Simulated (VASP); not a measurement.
# BaTe (Fm-3m) in VASP: notebook, part 2 of 2

VASP 6.6.1. The steps go on from the part before.

### 4 Single point, PBEsol

This run uses another cell than the first one, of 44.94 Å³/atom, 1.187 times its volume.

Contents of INCAR:

```
ALGO = Normal ; EDIFF = 1E-6
ENCUT = 520 ; GGA = PS
ISIF = 2 ; ISMEAR = 0
LASPH = T ; LCHARG = F
LREAL = F ; LWAVE = F
NBANDS = 15 ; NELM = 80
PREC = Accurate ; SIGMA = 0.01
```

Contents of KPOINTS:

```
k-points
0
Gamma
  6 6 6
```

Contents of POSCAR:

```
BaTe
1.0
    3.5552564884      3.5552564884      0.0000000000
   -3.5552564884      3.5552564884      0.0000000000
    0.0000000000      3.5552564884      3.5552564884
Ba Te
1 1
Direct
    0.0000000000      0.0000000000      0.0000000000
    0.5000000000      0.5000000000      0.0000000000
```

Potentials or basis: VASP PAW PBE potentials, release 64 (Ba_sv, Te).

Command:

```console
cat potpaw_PBE.64/Ba_sv/POTCAR potpaw_PBE.64/Te/POTCAR > POTCAR
mpirun -np 1 vasp_std > vasp.out
```

OUTCAR:

```text
EDIFF = 1E-6
   ENCUT = 520
   GGA = PS
   ISIF = 2
   ISMEAR = 0
   LASPH = T
   LREAL = F
   NELM = 80
   PREC = Accurate

 ion  position               nearest neighbor table
   1  0.000  0.000  0.000-   2 3.56   2 3.56   2 3.56   2 3.56   2 3.56   2 3.56
   2  0.500  0.500  0.000-   1 3.56   1 3.56   1 3.56   1 3.56   1 3.56   1 3.56

  LATTYP: Found a face centered cubic cell.
 ALAT       =     7.1105129768

  Lattice vectors:

 A1 = (   0.0000000000,   3.5552564884,   3.5552564884)
 A2 = (   3.5552564884,   0.0000000000,   3.5552564884)
 A3 = (   3.5552564884,   3.5552564884,   0.0000000000)

Analysis of symmetry for initial positions (statically):
=====================================================================
 Subroutine PRICEL returns:
 Original cell was already a primitive cell.

 Routine SETGRP: Setting up the symmetry group for a
 face centered cubic supercell.

 Subroutine GETGRP returns: Found 48 space group operations
 (whereof 48 operations were pure point group operations)
 out of a pool of 48 trial point group operations.

The static configuration has the point symmetry O_h .

Analysis of symmetry for dynamics (positions and initial velocities):
=====================================================================
 Subroutine PRICEL returns:
 Original cell was already a primitive cell.

 Routine SETGRP: Setting up the symmetry group for a
 face centered cubic supercell.

 Subroutine GETGRP returns: Found 48 space group operations
 (whereof 48 operations were pure point group operations)
 out of a pool of 48 trial point group operations.

The dynamic configuration has the point symmetry O_h .

 Subroutine INISYM returns: Found 48 space group operations
 (whereof 48 operations are pure point group operations),
 and found     1 'primitive' translations

----------------------------------------------------------------------------------------

                                     Primitive cell

  volume of cell :      89.8758
[... 109 lines left out ...]
   LEPSILON=     F    determine dielectric tensor
   LRPA    =     F    only Hartree local field effects (RPA)
 non-spin polarized calculation
 Gauss-broadening in eV      SIGMA  =   0.01
  energy-cutoff  :      520.00
  volume of cell :       89.88
 maximum number of plane-waves:      2452
 NGX is ok and might be reduce to    40
   NGX = 19   NGY = 19   NGZ = 19

 number of electron      16.0000000 magnetization

 Free energy of the ion-electron system (eV)
  ---------------------------------------------------
  ext. energy  EPLUGINS =         0.00000000
  ---------------------------------------------------
  free energy    TOTEN  =        -9.16249593 eV

  energy without entropy =       -9.16249593  energy(sigma->0) =       -9.16249593

 E-fermi :   1.9322     XC(G=0):  -8.2233

 val. band max:        1.8668051626   @ k =   0.0000   0.0000   0.0000
 cond. band min:       3.3970032223   @ k =   0.5000   0.5000   0.0000
 fundamental gap:      1.5301980597
 Fermi energy:         1.9322188382

 k-point     1 :       0.0000    0.0000    0.0000
  band No.  band energies     occupation
      1     -25.2399      2.00000
      2     -10.3642      2.00000
      3     -10.3642      2.00000
      4     -10.3642      2.00000
      5      -7.6111      2.00000
      6       1.8668      2.00000
      7       1.8668      2.00000
      8       1.8668      2.00000
      9       4.4440      0.00000
     10       4.7591      0.00000
     11       4.7591      0.00000
     12       4.7591      0.00000
     13       5.3548      0.00000
     14       5.3548      0.00000
[... 257 lines left out ...]
      2     -10.5139      2.00000
      3     -10.4742      2.00000
      4     -10.4612      2.00000
      5      -7.2913      2.00000
      6       0.8072      2.00000
      7       0.8293      2.00000
      8       1.1223      2.00000
      9       4.3841      0.00000
     10       6.2817      0.00000
     11       6.3779      0.00000
     12       6.9338      0.00000
     13       7.4358      0.00000
     14       8.0470      0.00000
     15       9.6558      0.00000

------------------------ aborting loop because EDIFF is reached ----------------------------------------

  FORCE on cell =-STRESS in cart. coord.  units (eV):
  Direction    XX          YY          ZZ          XY          YZ          ZX
  --------------------------------------------------------------------------------------
  -------------------------------------------------------------------------------------
  Total       -0.9373500     -0.9373500     -0.9373500      0.0000000      0.0000000     -0.0000000
  in kB      -16.7097354    -16.7097354    -16.7097354      0.0000000      0.0000000     -0.0000000
  external PRESSURE =     -16.7097354 kB  Pullay stress =       0.0000000 kB

 VOLUME and BASIS-vectors are now :
 -----------------------------------------------------------------------------
  energy-cutoff  :      520.00
  volume of cell :       89.88
      direct lattice vectors                 reciprocal lattice vectors
     3.555256488  3.555256488  0.000000000     0.140636829  0.140636829 -0.140636829
    -3.555256488  3.555256488  0.000000000    -0.140636829  0.140636829 -0.140636829
     0.000000000  3.555256488  3.555256488     0.000000000  0.000000000  0.281273659

 POSITION                                       TOTAL-FORCE (eV/Angst)
 -----------------------------------------------------------------------------------
      0.00000      0.00000      0.00000         0.000000     -0.000000      0.000000
      0.00000      3.55526      0.00000         0.000000      0.000000      0.000000
 -----------------------------------------------------------------------------------
    total drift:                                0.000000     -0.000000     -0.000000

  FREE ENERGIE OF THE ION-ELECTRON SYSTEM (eV)
  ---------------------------------------------------
  free  energy   TOTEN  =        -9.1624959346 eV

  energy  without entropy=       -9.1624959346  energy(sigma->0) =       -9.16249593
```

stdout:

```text
POSCAR found type information on POSCAR BaTe
 POSCAR found :  2 types and       2 ions
 scaLAPACK will be used
 -----------------------------------------------------------------------------
|                                                                             |
|                                                                             |
|     You enforced a specific xc type in the INCAR file but a different       |
|     I HOPE YOU KNOW WHAT YOU ARE DOING!                                     |
|                                                                             |
 -----------------------------------------------------------------------------

 LDA part: xc-table for (Slater+PW92), standard interpolation
 POSCAR, INCAR and KPOINTS ok, starting setup
 FFT: planning ... GRIDC
 FFT: planning ... GRID_SOFT
 FFT: planning ... GRID
 WAVECAR not read
 entering main loop
```

It took 26 s on 1 thread of Intel Xeon Platinum 8375C at 2.90GHz (Ice Lake), shared host; peak memory 0.24 GiB.

Results:

```
Free energy            : -9.1625 eV
Pressure               : -1.7 GPa
Band gap on the k mesh : 1.53 eV, indirect (least direct gap 1.92 eV)
```

Caveat: the PAW data sets were made with another functional, which shifts forces and pressure a little; spin-orbit coupling is left out, which moves the levels of the heavy elements. A k mesh can miss the band edges.

### 5 The runs side by side

```tsv
cell	gap on the mesh (eV)	pressure (GPa)
a = 4.748 Å, angles 60.0, 60.0, 90.0°, 2 atoms	1.10	4.5
a = 4.821 Å, angles 60.0, 60.0, 90.0°, 2 atoms	1.23	2.4
a = 5.028 Å, angles 60.0, 60.0, 90.0°, 2 atoms	1.53	-1.7
```

Alike in all rows: task single point; level PBEsol; potentials or basis VASP PAW PBE potentials, release 64 (Ba_sv, Te); no spin polarisation; k mesh 6 × 6 × 6; cutoff (eV) 520; smearing gaussian 0.01 eV.

Caveats: the PAW data sets were made with another functional, which shifts forces and pressure a little; spin-orbit coupling is left out, which moves the levels of the heavy elements.

Total energies depend on the potentials used, so only differences within one code and one set of settings carry meaning.
